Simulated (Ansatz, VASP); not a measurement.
PtS2 in VASP and in Ansatz

```
CELL_PARAMETERS angstrom
3.55264 0.00000 0.00000
-1.77632 3.07668 0.00000
0.00000 0.00000 5.12271
ATOMIC_POSITIONS crystal
Pt 0.00000 0.00000 0.00000
S 0.33333 0.66667 0.23926
S 0.66667 0.33333 0.76074
```

Alike in both runs: task single point; functional HSE06; k mesh 6 × 6 × 4; no spin polarisation.

|  | VASP | Ansatz |
| --- | --- | --- |
| version | VASP 6.6.1 | Ansatz 0.2.0 |
| potentials or method | VASP PAW PBE potentials, release 64 (Pt, S) | plane waves, PAW |
| plane-wave cutoff (eV) | 520 | 420 |
| occupations | gaussian, width 0.01 eV | fixed |
| valence electrons in the cell | 22 | 30 |

```tsv
	VASP	Ansatz	Ansatz less VASP
gap on the k mesh at the Fermi level (eV)	1.40	1.42	+0.018
pressure (GPa)	-1.4	-1.0	+0.42
traceless stress, the component that is largest in VASP (GPa)	0.92	0.82	-0.097
rms of the force components (eV/Å)	0.193	0.178	-0.0149
```

Atom by atom the forces differ by 0.015 eV/Å (rms over components). VASP's potentials hold 22 valence electrons a cell and Ansatz's 30, so a difference there can come from the potentials and not from the codes. Ansatz's warnings: stress exchange threshold loose, stress scf threshold loose.

Spin-orbit coupling is off throughout.
